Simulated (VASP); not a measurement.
MgS: vibrations by perturbation theory with LDA

Crystal: MgS.

```
Mg S
1.0
     3.17920    0.00000    0.00000
     0.00000    3.17920    0.00000
     0.00000    0.00000    3.17920
Mg S
1 1
Direct
  0.00000 0.00000 0.00000
  0.50000 0.50000 0.50000
```

```json
{
  "Program": "VASP 6.6.1",
  "Task": "vibrations by perturbation theory",
  "Functional": "LDA",
  "Potentials or basis": "VASP PAW LDA potentials, release 64 (Mg, S)",
  "Cutoff": "520 eV",
  "k mesh": "14 × 14 × 14",
  "Occupations": "fermi-dirac, width 0.15 eV",
  "Spin": "no spin polarisation",
  "Dipole correction": "no",
  "Further INCAR settings": "ALGO = Normal; EDIFF = 1e-08; IBRION = 8; NSW = 1"
}
```

```yaml
Highest_phonon_frequency_at_Γ_LO-TO_splitting_left_out: 88 cm⁻¹
```

Phonon frequencies in cm⁻¹ (negative: imaginary):
```tsv
q point	frequencies
(0.000, 0.000, 0.000)	-1 -1 -1 88 88 88
```

Wall time 2.2 min on 1 thread of AMD EPYC 7R13 (shared host), peak memory 0.3 GiB.

Caveat: the cell stands under pressure or tension, which shifts response properties.
